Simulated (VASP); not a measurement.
Here is a VASP 6.6.1 calculation.

INCAR

```
SYSTEM = B3C
ALGO = Normal
EDIFF = 1E-6
EDIFFG = -0.04
ENCUT = 600
GGA = PE
IBRION = 2
ISIF = 3
ISMEAR = 0
LASPH = .True.
LCHARG = .False.
LREAL = .False.
LWAVE = .False.
NELM = 100
NSW = 90
PREC = Accurate
SIGMA = 0.1
```

The input KPOINTS:

```
k-points
0
Gamma
  4 4 4
  0 0 0
```

The input POSCAR:

```
B3C
1.0
    5.0697607100      0.0000000000      0.0000000000
    0.0000000000      5.0697607100      0.0000000000
    0.0000000000      0.0000000000      5.0697607100
B C
6 2
Direct
    0.2500000000      0.5000000000      0.0000000000
    0.7500000000      0.5000000000      0.0000000000
    0.0000000000      0.2500000000      0.5000000000
    0.0000000000      0.7500000000      0.5000000000
    0.5000000000      0.0000000000      0.2500000000
    0.5000000000      0.0000000000      0.7500000000
    0.0000000000      0.0000000000      0.0000000000
    0.5000000000      0.5000000000      0.5000000000
```

Potentials or basis: VASP PAW PBE potentials, release 64 (B, C).

Command:

```console
$ cat potpaw_PBE.64/B/POTCAR potpaw_PBE.64/C/POTCAR > POTCAR
$ mpirun -np 1 vasp_std > vasp.out
```

Question: Estimate the relaxed volume.

Answer: 6.52 Å³/atom.

Question: Estimate the relaxed cell.

Answer: a = 3.735 Å, b = 3.735 Å, c = 3.735 Å, α = 90.00°, β = 90.00°, γ = 90.00°.

Question: Predict the band gap on the k mesh.

Answer: Zero (band 13 reaches 12.33 eV, above the bottom of band 14 at 9.13 eV).

Question: Predict the space group after relaxing (to 0.05 Å).

Answer: Pm-3n (No. 223).

Final structure:
```
CELL_PARAMETERS angstrom
3.73546 0.00000 0.00000
0.00000 3.73546 0.00000
0.00000 0.00000 3.73546
ATOMIC_POSITIONS crystal
B 0.25000 0.50000 0.00000
B 0.75000 0.50000 0.00000
B 0.00000 0.25000 0.50000
B 0.00000 0.75000 0.50000
B 0.50000 0.00000 0.25000
B 0.50000 0.00000 0.75000
C 0.00000 0.00000 0.00000
C 0.50000 0.50000 0.50000
```

Caveat: the volume moved by over 15 % at a fixed basis, so the end points are rough.
